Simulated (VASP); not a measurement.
# ScAl3 (Pm-3m) in VASP: single point with LDA

Aim: the single point of ScAl3 with LDA.

Program: VASP 6.6.1. These are calculated values, not measurements. Logs are shortened: lines on timing, memory, paths and dates and some standing lists are left out, and cuts for length are marked.

## Step 1: The cell of the first run

The structure is cubic, space group Pm-3m (No. 221). The conventional cell has a = 4.032 Å, b = 4.032 Å, c = 4.032 Å, α = 90.00°, β = 90.00°, γ = 90.00°. Within 3.8 Å of Al (site symmetry 4/mmm) lie 8 Al at 2.85 Å and 4 Sc at 2.85 Å. Sc (site symmetry m-3m) has 12 Al at 2.85 Å within 3.8 Å.

## Step 2: Single point, LDA

INCAR

```
SYSTEM = ScAl3
PREC = Accurate
ENCUT = 520
EDIFF = 1E-7
ISMEAR = 0
SIGMA = 0.1
LREAL = .FALSE.
LASPH = .TRUE.
NELM = 100
ALGO = Fast
ISIF = 2
LWAVE = .FALSE.
LCHARG = .FALSE.
GGA = CA
NBANDS = 18
```

KPOINTS

```
Automatic mesh
0
G
  12 12 12
  0 0 0
```

POSCAR

```
ScAl3
1.0
    4.0320209867      0.0000000000      0.0000000000
    0.0000000000      4.0320209867      0.0000000000
    0.0000000000      0.0000000000      4.0320209867
Al Sc
3 1
Direct
    0.0000000000      0.5000000000      0.5000000000
    0.5000000000      0.0000000000      0.5000000000
    0.5000000000      0.5000000000      0.0000000000
    0.0000000000      0.0000000000      0.0000000000
```

Potentials or basis: VASP PAW LDA potentials, release 64 (Al, Sc_sv).

On the command line:

```sh
cat potpaw_LDA.64/Al/POTCAR potpaw_LDA.64/Sc_sv/POTCAR > POTCAR
mpirun -np 1 vasp_std > vasp.out
```

OUTCAR:

```text
SYSTEM = ScAl3
   PREC = Accurate
   ENCUT = 520
   EDIFF = 1E-7
   ISMEAR = 0
   LREAL = .FALSE.
   LASPH = .TRUE.
   NELM = 100
   ISIF = 2
   GGA = CA

 ion  position               nearest neighbor table
   1  0.000  0.500  0.500-   2 2.85   3 2.85   4 2.85   3 2.85   4 2.85   2 2.85   4 2.85   4 2.85
                             2 2.85   3 2.85   3 2.85   2 2.85
   2  0.500  0.000  0.500-   1 2.85   3 2.85   4 2.85   3 2.85   4 2.85   1 2.85   3 2.85   3 2.85
                             1 2.85   4 2.85   4 2.85   1 2.85
   3  0.500  0.500  0.000-   1 2.85   2 2.85   4 2.85   1 2.85   2 2.85   2 2.85   4 2.85   2 2.85
                             1 2.85   4 2.85   1 2.85   4 2.85
   4  0.000  0.000  0.000-   1 2.85   2 2.85   3 2.85   1 2.85   2 2.85   1 2.85   3 2.85   1 2.85
                             2 2.85   3 2.85   2 2.85   3 2.85

  LATTYP: Found a simple cubic cell.
 ALAT       =     4.0320209867

  Lattice vectors:

 A1 = (   4.0320209867,   0.0000000000,   0.0000000000)
 A2 = (   0.0000000000,   4.0320209867,   0.0000000000)
 A3 = (   0.0000000000,   0.0000000000,   4.0320209867)

Analysis of symmetry for initial positions (statically):
=====================================================================
 Subroutine PRICEL returns:
 Original cell was already a primitive cell.

 Routine SETGRP: Setting up the symmetry group for a
 simple cubic supercell.

 Subroutine GETGRP returns: Found 48 space group operations
 (whereof 48 operations were pure point group operations)
 out of a pool of 48 trial point group operations.

The static configuration has the point symmetry O_h .

Analysis of symmetry for dynamics (positions and initial velocities):
=====================================================================
 Subroutine PRICEL returns:
 Original cell was already a primitive cell.

 Routine SETGRP: Setting up the symmetry group for a
 simple cubic supercell.

 Subroutine GETGRP returns: Found 48 space group operations
 (whereof 48 operations were pure point group operations)
 out of a pool of 48 trial point group operations.

The dynamic configuration has the point symmetry O_h .

 Subroutine INISYM returns: Found 48 space group operations
 (whereof 48 operations are pure point group operations),
 and found     1 'primitive' translations

----------------------------------------------------------------------------------------

                                     Primitive cell

  volume of cell :      65.5493

  direct lattice vectors                    reciprocal lattice vectors
     4.032020987  0.000000000  0.000000000     0.248014582  0.000000000  0.000000000
     0.000000000  4.032020987  0.000000000     0.000000000  0.248014582  0.000000000
     0.000000000  0.000000000  4.032020987     0.000000000  0.000000000  0.248014582

  length of vectors
     4.032020987  4.032020987  4.032020987     0.248014582  0.248014582  0.248014582

  position of ions in fractional coordinates (direct lattice)
     0.000000000  0.500000000  0.500000000
     0.500000000  0.000000000  0.500000000
     0.500000000  0.500000000  0.000000000
     0.000000000  0.000000000  0.000000000

  ion indices of the primitive-cell ions
   primitive index   ion index
                 1           1
                 2           2
                 3           3
                 4           4

----------------------------------------------------------------------------------------

 KPOINTS: Automatic mesh

Automatic generation of k-mesh.
 Grid dimensions read from file:
 generate k-points for:   12   12   12

 Generating k-lattice:

  Cartesian coordinates                     Fractional coordinates (reciprocal lattice)
     0.020667882  0.000000000  0.000000000     0.083333333  0.000000000  0.000000000
     0.000000000  0.020667882  0.000000000     0.000000000  0.083333333  0.000000000
     0.000000000  0.000000000  0.020667882     0.000000000  0.000000000  0.083333333

  Length of vectors
     0.020667882  0.020667882  0.020667882

  Shift w.r.t. Gamma in fractional coordinates (k-lattice)
     0.000000000  0.000000000  0.000000000

 Subroutine IBZKPT returns following result:
 ===========================================

 Found     84 irreducible k-points:

 Following reciprocal coordinates:
            Coordinates               Weight
  0.000000  0.000000  0.000000      1.000000
  0.083333  0.000000  0.000000      6.000000
  0.166667  0.000000  0.000000      6.000000
  0.250000  0.000000  0.000000      6.000000
  0.333333  0.000000  0.000000      6.000000
  0.416667  0.000000  0.000000      6.000000
[... 16 lines left out ...]
  0.333333  0.333333  0.000000     12.000000
  0.416667  0.333333  0.000000     24.000000
 [... further k-points ...]
   k-points           NKPTS =     84   k-points in BZ     NKDIM =     84   number of bands    NBANDS=     18
   number of dos      NEDOS =    301   number of ions     NIONS =      4
   total plane-waves  NPLWV =  27000
   dimension x,y,z NGX =    30 NGY =   30 NGZ =   30
   dimension x,y,z NGXF=    60 NGYF=   60 NGZF=   60
   ions per type =               3   1
   NGX,Y,Z   is equivalent  to a cutoff of  12.37, 12.37, 12.37 a.u.
   NGXF,Y,Z  is equivalent  to a cutoff of  24.74, 24.74, 24.74 a.u.
 SYSTEM =  ScAl3
   PREC   = accura    normal or accurate (medium, high low for compatibility)
   ISTART =      0    job   : 0-new  1-cont  2-samecut
   ICHARG =      2    charge: 1-file 2-atom 10-const
   ISPIN  =      1    spin polarized calculation?
   LNONCOLLINEAR =      F non collinear calculations
   LSORBIT =      F    spin-orbit coupling
   LASPH  =      T    aspherical Exc in radial PAW
   ENCUT  =  520.0 eV  38.22 Ry    6.18 a.u.   7.50  7.50  7.50*2*pi/ulx,y,z
   NELM   =    100;   NELMIN=  2; NELMDL= -5     # of ELM steps
   EDIFF  = 0.1E-06   stopping-criterion for ELM
   LREAL  =      F    real-space projection
   EDIFFG = 0.1E-05   stopping-criterion for IOM
   NSW    =      0    number of steps for IOM
   IBRION =     -1    ionic relax: 0-MD 1-quasi-New 2-CG
   NFREE  =      0    steps in history (QN), initial steepest desc. (CG)
   ISIF   =      2    stress and relaxation
   ISYM   =      2    0-nonsym 1-usesym 2-fastsym
   POTIM  = 0.5000    time-step for ionic-motion
   TEBEG  =    0.0;   TEEND  =   0.0 temperature during run
   PSTRESS=    0.0 pullay stress
   NELECT =      20.0000    total number of electrons
   NUPDOWN=      -1.0000    fix difference up-down
   EMIN   =  10.00;   EMAX   =-10.00  energy-range for DOS
   EFERMI =   0.00;   METHOD = LEGACY
   ISMEAR =     0;   SIGMA  =   0.10  broadening in eV -4-tet -1-fermi 0-gaus
   EFERMI_NEDOS =   21; number of points for ismear=-14 and -15
   IALGO  =     68    algorithm
   IMIX   =      4    mixing-type and parameters
     AMIX     =   0.40;   BMIX     =  1.00
     AMIX_MAG =   1.60;   BMIX_MAG =  1.00
  volume/ion in A,a.u.               =      16.39       110.59
  Fermi-wavevector in a.u.,A,eV,Ry     =   1.102120  2.082704 16.526555  1.214668
  Thomas-Fermi vector in A             =   2.238557
   LORBIT       =      0    0 simple, 1 ext, 2 COOP (PROOUT), +10 PAW based schemes
   GGA     = CA    functional components
   LHFCALC =     F    Hartree Fock is set to
   AEXX    =    0.0000 exact exchange contribution
   IVDW    =     0    specifies the selected vdW correction
   LEPSILON=     F    determine dielectric tensor
   LRPA    =     F    only Hartree local field effects (RPA)
 non-spin polarized calculation
 RMM-DIIS sequential band-by-band and
 Gauss-broadening in eV      SIGMA  =   0.10
  energy-cutoff  :      520.00
  volume of cell :       65.55
 maximum number of plane-waves:      1791
 NGX is ok and might be reduce to    30
   NGX = 15   NGY = 15   NGZ = 15

 number of electron      20.0000004 magnetization

 Free energy of the ion-electron system (eV)
  ---------------------------------------------------
  ext. energy  EPLUGINS =         0.00000000
  ---------------------------------------------------
  free energy    TOTEN  =       -21.29360987 eV

  energy without entropy =      -21.28732931  energy(sigma->0) =      -21.29046959

 E-fermi :   7.4356     XC(G=0): -10.7703

 val. band max:        7.4297290233   @ k =   0.3333   0.2500   0.0000
 cond. band min:       7.4514586606   @ k =   0.5000   0.2500   0.2500
 fundamental gap:      0.0217296373
 Fermi energy:         7.4355778723

 k-point     1 :       0.0000    0.0000    0.0000
  band No.  band energies     occupation
      1     -40.8071      2.00000
      2     -19.8723      2.00000
      3     -19.8723      2.00000
      4     -19.8723      2.00000
      5      -2.7707      2.00000
      6       4.7469      2.00000
[... 10 lines left out ...]
     17      12.8958      0.00000
     18      12.8958      0.00000

 k-point     2 :       0.0833    0.0000    0.0000
  band No.  band energies     occupation
      1     -40.8070      2.00000
      2     -19.8750      2.00000
      3     -19.8720      2.00000
      4     -19.8720      2.00000
      5      -2.7044      2.00000
      6       4.1733      2.00000
[... 10 lines left out ...]
     17      12.9577      0.00000
     18      13.0388      0.00000

 k-point     3 :       0.1667    0.0000    0.0000
  band No.  band energies     occupation
      1     -40.8067      2.00000
      2     -19.8826      2.00000
      3     -19.8714      2.00000
      4     -19.8714      2.00000
      5      -2.5072      2.00000
      6       3.2269      2.00000
[... 10 lines left out ...]
     17      12.9543      0.00000
     18      12.9583      0.00000

 k-point     4 :       0.2500    0.0000    0.0000
  band No.  band energies     occupation
      1     -40.8062      2.00000
      2     -19.8929      2.00000
      3     -19.8706      2.00000
      4     -19.8706      2.00000
      5      -2.1837      2.00000
      6       2.2456      2.00000
[... 375 lines left out ...]
      4     -19.8675      2.00000
      5      -0.3875      2.00000
      6       0.5893      2.00000
[... 10 lines left out ...]
     17      12.7573      0.00000
     18      12.9096      0.00000

 k-point    23 :       0.3333    0.3333    0.0000
  band No.  band energies     occupation
      1     -40.8045      2.00000
      2     -19.8998      2.00000
      3     -19.8987      2.00000
      4     -19.8675      2.00000
      5      -0.8072      2.00000
      6       2.1527      2.00000
[... 10 lines left out ...]
     17      11.9259      0.00000
     18      13.9680      0.00000

 k-point    24 :       0.4167    0.3333    0.0000
  band No.  band energies     occupation
      1     -40.8042      2.00000
      2     -19.9064      2.00000
      3     -19.8982      2.00000
      4     -19.8669      2.00000
      5      -0.3474      2.00000
      6       1.4070      2.00000
[... 10 lines left out ...]
     17      12.0152      0.00000
     18      13.5794      0.00000

 [... further k-points ...]
[... 5 lines left out ...]
  --------------------------------------------------------------------------------------
  -------------------------------------------------------------------------------------
  Total        0.0708756      0.0708756      0.0708756      0.0000000      0.0000000      0.0000000
  in kB        1.7323644      1.7323644      1.7323644      0.0000000      0.0000000      0.0000000
  external PRESSURE =       1.7323644 kB  Pullay stress =       0.0000000 kB

 VOLUME and BASIS-vectors are now :
 -----------------------------------------------------------------------------
  energy-cutoff  :      520.00
  volume of cell :       65.55
      direct lattice vectors                 reciprocal lattice vectors
     4.032020987  0.000000000  0.000000000     0.248014582  0.000000000  0.000000000
     0.000000000  4.032020987  0.000000000     0.000000000  0.248014582  0.000000000
     0.000000000  0.000000000  4.032020987     0.000000000  0.000000000  0.248014582

 POSITION                                       TOTAL-FORCE (eV/Angst)
 -----------------------------------------------------------------------------------
      0.00000      2.01601      2.01601         0.000000      0.000000      0.000000
      2.01601      0.00000      2.01601         0.000000      0.000000      0.000000
      2.01601      2.01601      0.00000         0.000000      0.000000      0.000000
      0.00000      0.00000      0.00000         0.000000      0.000000      0.000000
 -----------------------------------------------------------------------------------
    total drift:                                0.000000     -0.000000      0.000000

  FREE ENERGIE OF THE ION-ELECTRON SYSTEM (eV)
  ---------------------------------------------------
  free  energy   TOTEN  =       -21.2936098676 eV

  energy  without entropy=      -21.2873293066  energy(sigma->0) =      -21.29046959
```

Wall time 84 s (1 thread of Intel Xeon Platinum 8488C (Sapphire Rapids), shared host); peak memory 0.21 GiB.

Results:

| Quantity | Value |
| --- | --- |
| Free energy | -21.2936 eV |
| Pressure | 0.2 GPa |
| Band gap on the k mesh | zero (band 10 reaches 8.45 eV, above the bottom of band 11 at 4.50 eV) |
